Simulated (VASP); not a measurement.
Runs of VASP 6.6.1 on BiTe. The structure is that of space group I4/mmm (No. 139), or close to it. The cells are those of the table. 

| cell | gap on the mesh (eV) | pressure (GPa) |
| --- | --- | --- |
| a = 4.736, b = 4.736, c = 6.385 Å, 4 atoms | none | (a) |
| a = 4.391, b = 4.391, c = 6.637 Å, 4 atoms | none | 4.5 |
| a = 4.598, b = 4.598, c = 6.210 Å, 4 atoms | none | 2.6 |
| a = 4.391, b = 4.391, c = 6.678 Å, 4 atoms | none | (b) |
| a = 4.805, b = 4.805, c = 6.409 Å, 4 atoms | none | -2.7 |

Alike in all rows: task single point; level PBE; potentials or basis VASP PAW PBE potentials, release 64 (Bi_d, Te); no spin polarisation; k mesh 12 × 12 × 8; cutoff (eV) 520; smearing gaussian 0.1 eV.

Task: Fill in the values left out.

Result: (a) -1.6; (b) 4.1.

Caveats: spin-orbit coupling is left out, which moves the levels of the heavy elements.

A k mesh can miss the band edges, and the runs leave out spin-orbit coupling on Bi, Te.

A gap of «none» marks levels without a gap at the run's occupations.
